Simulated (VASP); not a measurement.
# GaSb (F-43m) in VASP: single point with PBE

Aim: the single point of GaSb with PBE.

Everything below comes from runs of VASP 6.6.1. Logs are shortened: lines on timing, memory, paths and dates and some standing lists are left out, and cuts for length are marked.

## 1. The cell of the first run

Symmetry: F-43m, No. 216, cubic system. Conventional cell: a = 6.137 Å, b = 6.137 Å, c = 6.137 Å, α = 90.00°, β = 90.00°, γ = 90.00°. Ga (site symmetry -43m) has 4 Sb at 2.66 Å within 3.5 Å. Sb (site symmetry -43m) has 4 Ga at 2.66 Å within 3.5 Å.

## 2. Single point, PBE

Contents of INCAR:

```
SYSTEM = GaSb
PREC     = Accurate       ! precision mode
ENCUT    = 500            ! plane-wave cutoff, eV
EDIFF    = 1E-6           ! SCF threshold, eV
ISMEAR   = 0              ! smearing method
SIGMA    = 0.1            ! smearing width, eV
LREAL    = .False.        ! projectors in reciprocal space
LASPH    = .True.         ! aspherical terms in the spheres
NELM     = 120            ! most SCF steps
ALGO     = Normal         ! electronic algorithm
ISIF     = 2              ! what is computed and relaxed
LWAVE    = .False.        ! write WAVECAR
LCHARG   = .False.        ! write CHGCAR
GGA      = PE             ! functional
NBANDS   = 16             ! bands
GGA_COMPAT= .False.
```

Contents of KPOINTS:

```
regular mesh
0
Gamma
  6 6 6
  0 0 0
```

Contents of POSCAR:

```
GaSb
1.0
    0.0000000000      3.0686040000      3.0686040000
    3.0686040000      0.0000000000      3.0686040000
    3.0686040000      3.0686040000      0.0000000000
Ga Sb
1 1
Direct
    0.0000000000      0.0000000000      0.0000000000
    0.7500000000      0.7500000000      0.7500000000
```

Potentials or basis: VASP PAW PBE potentials, release 64 (Ga_d, Sb).

On the command line:

```sh
$ cat potpaw_PBE.64/Ga_d/POTCAR potpaw_PBE.64/Sb/POTCAR > POTCAR
$ mpirun -np 1 vasp_std > vasp.out
```

OUTCAR:

```text
SYSTEM = GaSb
   PREC = Accurate
   ENCUT = 500
   EDIFF = 1E-6
   ISMEAR = 0
   LREAL = .False.
   LASPH = .True.
   NELM = 120
   ISIF = 2
   GGA = PE

 ion  position               nearest neighbor table
   1  0.000  0.000  0.000-   2 2.66   2 2.66   2 2.66   2 2.66
   2  0.750  0.750  0.750-   1 2.66   1 2.66   1 2.66   1 2.66

  LATTYP: Found a face centered cubic cell.
 ALAT       =     6.1372080000

  Lattice vectors:

 A1 = (   0.0000000000,   3.0686040000,   3.0686040000)
 A2 = (   3.0686040000,   0.0000000000,   3.0686040000)
 A3 = (   3.0686040000,   3.0686040000,   0.0000000000)

Analysis of symmetry for initial positions (statically):
=====================================================================
 Subroutine PRICEL returns:
 Original cell was already a primitive cell.

 Routine SETGRP: Setting up the symmetry group for a
 face centered cubic supercell.

 Subroutine GETGRP returns: Found 24 space group operations
 (whereof 24 operations were pure point group operations)
 out of a pool of 48 trial point group operations.

The static configuration has the point symmetry T_d .

Analysis of symmetry for dynamics (positions and initial velocities):
=====================================================================
 Subroutine PRICEL returns:
 Original cell was already a primitive cell.

 Routine SETGRP: Setting up the symmetry group for a
 face centered cubic supercell.

 Subroutine GETGRP returns: Found 24 space group operations
 (whereof 24 operations were pure point group operations)
 out of a pool of 48 trial point group operations.

The dynamic configuration has the point symmetry T_d .

 Subroutine INISYM returns: Found 24 space group operations
 (whereof 24 operations are pure point group operations),
 and found     1 'primitive' translations

----------------------------------------------------------------------------------------

                                     Primitive cell

  volume of cell :      57.7900

  direct lattice vectors                    reciprocal lattice vectors
     0.000000000  3.068604000  3.068604000    -0.162940542  0.162940542  0.162940542
     3.068604000  0.000000000  3.068604000     0.162940542 -0.162940542  0.162940542
     3.068604000  3.068604000  0.000000000     0.162940542  0.162940542 -0.162940542

  length of vectors
     4.339661394  4.339661394  4.339661394     0.282221298  0.282221298  0.282221298

  position of ions in fractional coordinates (direct lattice)
     0.000000000  0.000000000  0.000000000
     0.750000000  0.750000000  0.750000000

  ion indices of the primitive-cell ions
   primitive index   ion index
                 1           1
                 2           2

----------------------------------------------------------------------------------------

 KPOINTS: regular mesh

Automatic generation of k-mesh.
 Grid dimensions read from file:
 generate k-points for:    6    6    6

 Generating k-lattice:

  Cartesian coordinates                     Fractional coordinates (reciprocal lattice)
    -0.027156757  0.027156757  0.027156757     0.166666667  0.000000000  0.000000000
     0.027156757 -0.027156757  0.027156757     0.000000000  0.166666667  0.000000000
     0.027156757  0.027156757 -0.027156757     0.000000000  0.000000000  0.166666667

  Length of vectors
     0.047036883  0.047036883  0.047036883

  Shift w.r.t. Gamma in fractional coordinates (k-lattice)
     0.000000000  0.000000000  0.000000000

 Subroutine IBZKPT returns following result:
 ===========================================

 Found     16 irreducible k-points:

 Following reciprocal coordinates:
            Coordinates               Weight
  0.000000  0.000000  0.000000      1.000000
  0.166667  0.000000  0.000000      8.000000
  0.333333  0.000000  0.000000      8.000000
  0.500000  0.000000  0.000000      4.000000
  0.166667  0.166667  0.000000      6.000000
  0.333333  0.166667  0.000000     24.000000
[... 8 lines left out ...]
 -0.333333  0.333333  0.166667     24.000000
 -0.333333  0.500000  0.166667     12.000000
   k-points           NKPTS =     16   k-points in BZ     NKDIM =     16   number of bands    NBANDS=     16
   number of dos      NEDOS =    301   number of ions     NIONS =      2
   total plane-waves  NPLWV =  32768
   dimension x,y,z NGX =    32 NGY =   32 NGZ =   32
   dimension x,y,z NGXF=    64 NGYF=   64 NGZF=   64
   ions per type =               1   1
   NGX,Y,Z   is equivalent  to a cutoff of  12.26, 12.26, 12.26 a.u.
   NGXF,Y,Z  is equivalent  to a cutoff of  24.52, 24.52, 24.52 a.u.
 SYSTEM =  GaSb
   PREC   = accura    normal or accurate (medium, high low for compatibility)
   ISTART =      0    job   : 0-new  1-cont  2-samecut
   ICHARG =      2    charge: 1-file 2-atom 10-const
   ISPIN  =      1    spin polarized calculation?
   LNONCOLLINEAR =      F non collinear calculations
   LSORBIT =      F    spin-orbit coupling
   LASPH  =      T    aspherical Exc in radial PAW
   ENCUT  =  500.0 eV  36.75 Ry    6.06 a.u.   7.91  7.91  7.91*2*pi/ulx,y,z
   NELM   =    120;   NELMIN=  2; NELMDL= -5     # of ELM steps
   EDIFF  = 0.1E-05   stopping-criterion for ELM
   LREAL  =      F    real-space projection
   EDIFFG = 0.1E-04   stopping-criterion for IOM
   NSW    =      0    number of steps for IOM
   IBRION =     -1    ionic relax: 0-MD 1-quasi-New 2-CG
   NFREE  =      0    steps in history (QN), initial steepest desc. (CG)
   ISIF   =      2    stress and relaxation
   ISYM   =      2    0-nonsym 1-usesym 2-fastsym
   POTIM  = 0.5000    time-step for ionic-motion
   TEBEG  =    0.0;   TEEND  =   0.0 temperature during run
   PSTRESS=    0.0 pullay stress
   NELECT =      18.0000    total number of electrons
   NUPDOWN=      -1.0000    fix difference up-down
   EMIN   =  10.00;   EMAX   =-10.00  energy-range for DOS
   EFERMI =   0.00;   METHOD = LEGACY
   ISMEAR =     0;   SIGMA  =   0.10  broadening in eV -4-tet -1-fermi 0-gaus
   EFERMI_NEDOS =   21; number of points for ismear=-14 and -15
   IALGO  =     38    algorithm
   IMIX   =      4    mixing-type and parameters
     AMIX     =   0.40;   BMIX     =  1.00
     AMIX_MAG =   1.60;   BMIX_MAG =  1.00
  volume/ion in A,a.u.               =      28.89       194.99
  Fermi-wavevector in a.u.,A,eV,Ry     =   1.109724  2.097074 16.755390  1.231486
  Thomas-Fermi vector in A             =   2.246267
   LORBIT       =      0    0 simple, 1 ext, 2 COOP (PROOUT), +10 PAW based schemes
   GGA     = PE    functional components
   LHFCALC =     F    Hartree Fock is set to
   AEXX    =    0.0000 exact exchange contribution
   IVDW    =     0    specifies the selected vdW correction
   LEPSILON=     F    determine dielectric tensor
   LRPA    =     F    only Hartree local field effects (RPA)
 non-spin polarized calculation
 Gauss-broadening in eV      SIGMA  =   0.10
  energy-cutoff  :      500.00
  volume of cell :       57.79
 maximum number of plane-waves:      1484
   NGX = 15   NGY = 15   NGZ = 15

 number of electron      17.9999990 magnetization

 Free energy of the ion-electron system (eV)
  ---------------------------------------------------
  ext. energy  EPLUGINS =         0.00000000
  ---------------------------------------------------
  free energy    TOTEN  =        -7.32909390 eV

  energy without entropy =       -7.32827510  energy(sigma->0) =       -7.32868450

 E-fermi :   4.8229     XC(G=0):  -9.0426

 val. band max:        4.7821050009   @ k =   0.0000   0.0000   0.0000
 cond. band min:       5.1642576579   @ k =   0.5000   0.0000   0.0000
 fundamental gap:      0.3821526570
 Fermi energy:         4.8228924829

 k-point     1 :       0.0000    0.0000    0.0000
  band No.  band energies     occupation
      1     -10.2393      2.00000
      2     -10.2393      2.00000
      3     -10.2393      2.00000
      4     -10.1912      2.00000
      5     -10.1912      2.00000
      6      -6.6294      2.00000
[... 8 lines left out ...]
     15      13.3526      0.00000
     16      13.3526      0.00000

 k-point     2 :       0.1667    0.0000    0.0000
  band No.  band energies     occupation
      1     -10.2460      2.00000
      2     -10.2363      2.00000
      3     -10.2363      2.00000
      4     -10.1915      2.00000
      5     -10.1915      2.00000
      6      -6.3508      2.00000
[... 8 lines left out ...]
     15      12.3774      0.00000
     16      12.3774      0.00000

 k-point     3 :       0.3333    0.0000    0.0000
  band No.  band energies     occupation
      1     -10.2592      2.00000
      2     -10.2311      2.00000
      3     -10.2311      2.00000
      4     -10.1914      2.00000
      5     -10.1914      2.00000
      6      -5.6093      2.00000
[... 8 lines left out ...]
     15      12.8707      0.00000
     16      12.8707      0.00000

 k-point     4 :       0.5000    0.0000    0.0000
  band No.  band energies     occupation
      1     -10.2657      2.00000
      2     -10.2289      2.00000
      3     -10.2289      2.00000
      4     -10.1909      2.00000
      5     -10.1909      2.00000
      6      -5.0281      2.00000
[... 8 lines left out ...]
     15      14.6408      0.00000
     16      14.6408      0.00000

 k-point     5 :       0.1667    0.1667    0.0000
  band No.  band energies     occupation
      1     -10.2512      2.00000
      2     -10.2335      2.00000
      3     -10.2335      2.00000
      4     -10.1935      2.00000
      5     -10.1902      2.00000
      6      -6.2556      2.00000
[... 8 lines left out ...]
     15      12.3228      0.00000
     16      13.7072      0.00000

 k-point     6 :       0.3333    0.1667    0.0000
  band No.  band energies     occupation
      1     -10.2620      2.00000
      2     -10.2289      2.00000
      3     -10.2279      2.00000
      4     -10.1950      2.00000
      5     -10.1896      2.00000
      6      -5.6510      2.00000
[... 8 lines left out ...]
     15      13.4680      0.00000
     16      13.9291      0.00000

 k-point     7 :       0.5000    0.1667    0.0000
  band No.  band energies     occupation
      1     -10.2687      2.00000
      2     -10.2268      2.00000
      3     -10.2253      2.00000
      4     -10.1938      2.00000
      5     -10.1902      2.00000
      6      -4.8946      2.00000
[... 8 lines left out ...]
     15      14.5210      0.00000
     16      14.6877      0.00000

 k-point     8 :      -0.3333    0.1667    0.0000
  band No.  band energies     occupation
      1     -10.2658      2.00000
      2     -10.2275      2.00000
      3     -10.2274      2.00000
      4     -10.1923      2.00000
      5     -10.1917      2.00000
      6      -5.1169      2.00000
[... 8 lines left out ...]
     15      12.9958      0.00000
     16      14.5257      0.00000

 k-point     9 :      -0.1667    0.1667    0.0000
  band No.  band energies     occupation
      1     -10.2554      2.00000
      2     -10.2330      2.00000
      3     -10.2309      2.00000
      4     -10.1928      2.00000
      5     -10.1909      2.00000
      6      -5.9084      2.00000
[... 8 lines left out ...]
     15      13.0981      0.00000
     16      13.2419      0.00000

 k-point    10 :       0.3333    0.3333    0.0000
  band No.  band energies     occupation
      1     -10.2727      2.00000
      2     -10.2216      2.00000
      3     -10.2216      2.00000
      4     -10.1993      2.00000
      5     -10.1881      2.00000
      6      -5.2120      2.00000
[... 8 lines left out ...]
     15      14.7714      0.00000
     16      15.3505      0.00000

 k-point    11 :       0.5000    0.3333    0.0000
  band No.  band energies     occupation
      1     -10.2774      2.00000
      2     -10.2198      2.00000
      3     -10.2185      2.00000
      4     -10.1996      2.00000
      5     -10.1884      2.00000
      6      -4.5153      2.00000
[... 8 lines left out ...]
     15      15.0567      0.00000
     16      15.4994      0.00000

 k-point    12 :      -0.3333    0.3333    0.0000
  band No.  band energies     occupation
      1     -10.2735      2.00000
      2     -10.2233      2.00000
      3     -10.2211      2.00000
      4     -10.1957      2.00000
      5     -10.1909      2.00000
      6      -4.4564      2.00000
[... 8 lines left out ...]
     15      12.8595      0.00000
     16      16.7338      0.00000

 k-point    13 :       0.5000    0.5000    0.0000
  band No.  band energies     occupation
      1     -10.2826      2.00000
      2     -10.2155      2.00000
      3     -10.2155      2.00000
      4     -10.2026      2.00000
      5     -10.1871      2.00000
      6      -4.2108      2.00000
[... 8 lines left out ...]
     15      15.5293      0.00000
     16      16.0396      0.00000

 k-point    14 :       0.5000    0.3333    0.1667
  band No.  band energies     occupation
      1     -10.2703      2.00000
      2     -10.2253      2.00000
      3     -10.2225      2.00000
      4     -10.1963      2.00000
      5     -10.1897      2.00000
      6      -4.9744      2.00000
[... 8 lines left out ...]
     15      13.7819      0.00000
     16      15.7253      0.00000

 k-point    15 :      -0.3333    0.3333    0.1667
  band No.  band energies     occupation
      1     -10.2733      2.00000
      2     -10.2246      2.00000
      3     -10.2200      2.00000
      4     -10.1956      2.00000
      5     -10.1909      2.00000
      6      -4.4552      2.00000
[... 8 lines left out ...]
     15      15.1743      0.00000
     16      15.3995      0.00000

 k-point    16 :      -0.3333    0.5000    0.1667
  band No.  band energies     occupation
      1     -10.2779      2.00000
      2     -10.2211      2.00000
      3     -10.2168      2.00000
      4     -10.1987      2.00000
      5     -10.1895      2.00000
      6      -4.1788      2.00000
[... 8 lines left out ...]
     15      14.7599      0.00000
     16      16.0941      0.00000

------------------------ aborting loop because EDIFF is reached ----------------------------------------

  FORCE on cell =-STRESS in cart. coord.  units (eV):
  Direction    XX          YY          ZZ          XY          YZ          ZX
  --------------------------------------------------------------------------------------
  -------------------------------------------------------------------------------------
  Total        0.7124883      0.7124883      0.7124883      0.0000000      0.0000000     -0.0000000
  in kB       19.7531236     19.7531236     19.7531236      0.0000000      0.0000000     -0.0000000
  external PRESSURE =      19.7531236 kB  Pullay stress =       0.0000000 kB

 VOLUME and BASIS-vectors are now :
 -----------------------------------------------------------------------------
  energy-cutoff  :      500.00
  volume of cell :       57.79
      direct lattice vectors                 reciprocal lattice vectors
     0.000000000  3.068604000  3.068604000    -0.162940542  0.162940542  0.162940542
     3.068604000  0.000000000  3.068604000     0.162940542 -0.162940542  0.162940542
     3.068604000  3.068604000  0.000000000     0.162940542  0.162940542 -0.162940542

 POSITION                                       TOTAL-FORCE (eV/Angst)
 -----------------------------------------------------------------------------------
      0.00000      0.00000      0.00000         0.000000      0.000000      0.000000
      4.60291      4.60291      4.60291        -0.000000     -0.000000     -0.000000
 -----------------------------------------------------------------------------------
    total drift:                               -0.000000     -0.000000     -0.000000

  FREE ENERGIE OF THE ION-ELECTRON SYSTEM (eV)
  ---------------------------------------------------
  free  energy   TOTEN  =        -7.3290939041 eV

  energy  without entropy=       -7.3282751021  energy(sigma->0) =       -7.32868450
```

It took 10 s on 1 thread of Intel Xeon 6975P-C, shared host; peak memory 0.18 GiB.

What came out:

| Property | Result |
| --- | --- |
| Free energy | -7.3291 eV |
| Pressure | 2.0 GPa |
| Band gap on the k mesh | zero (filled and empty bands touch) |

Levels at points of the mesh, in eV from the Fermi level:
```tsv
k point	band 6	band 7	band 8	band 9	band 10	band 11	band 12	band 13
(0.00, 0.00, 0.00)	-11.45	-0.07	-0.04	-0.04	-0.04	2.73	2.73	2.73
(0.50, 0.00, 0.00)	-9.85	-6.36	-1.18	-1.18	0.34	3.70	3.70	6.43
(0.50, 0.50, 0.00)	-9.03	-6.81	-2.58	-2.58	0.87	1.23	8.58	8.58
```

Caveat: spin-orbit coupling is left out, which moves the levels of the heavy elements.
